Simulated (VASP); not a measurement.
A run of VASP 6.6.1 is set up as follows.

File POSCAR:

```
CdS
1.0
    4.1500000000      0.0000000000      0.0000000000
   -2.0750000000      3.5940054257      0.0000000000
    0.0000000000      0.0000000000      6.7370000000
Cd S
2 2
Direct
    0.6666666667      0.3333333333      0.5000000000
    0.3333333333      0.6666666667      0.0000000000
    0.6666666667      0.3333333333      0.8750000000
    0.3333333333      0.6666666667      0.3750000000
```

INCAR.step1

```
PREC = Accurate
ENCUT = 520
EDIFF = 1E-5
ISMEAR = -1
SIGMA = 0.05
LREAL = False
LASPH = True
NELM = 80
ALGO = Normal
ISIF = 2
LWAVE = True
LCHARG = False
GGA = PE
NBANDS = 26
```

Contents of INCAR.step2:

```
PREC = Accurate
ENCUT = 520
EDIFF = 1E-6
ISMEAR = -1
SIGMA = 0.05
LREAL = False
LASPH = True
NELM = 80
ALGO = Normal
ISIF = 2
LWAVE = False
LCHARG = False
GGA = PE
LHFCALC = True
AEXX = 0.25
HFSCREEN = 0.15
PRECFOCK = Normal
ISTART = 1
NBANDS = 26
```

File KPOINTS:

```
Automatic mesh
0
Gamma
  4 4 2
```

Potentials or basis: VASP PAW PBE potentials, release 64 (Cd, S).

The run is started by

```bash
$ cat potpaw_PBE.64/Cd/POTCAR potpaw_PBE.64/S/POTCAR > POTCAR
$ cp INCAR.step1 INCAR
$ mpirun -np 1 vasp_std > vasp.out
$ cp INCAR.step2 INCAR
$ mpirun -np 1 vasp_std > vasp.out
```

(1) Predict the pressure.

(2) What does it give for the largest force?

Results:

(1) 1.2 GPa.

(2) 0.063 eV/Å.

Caveat: the k points lie up to 0.47 Å⁻¹ apart; the PAW data sets were made with another functional, which shifts forces and pressure a little.
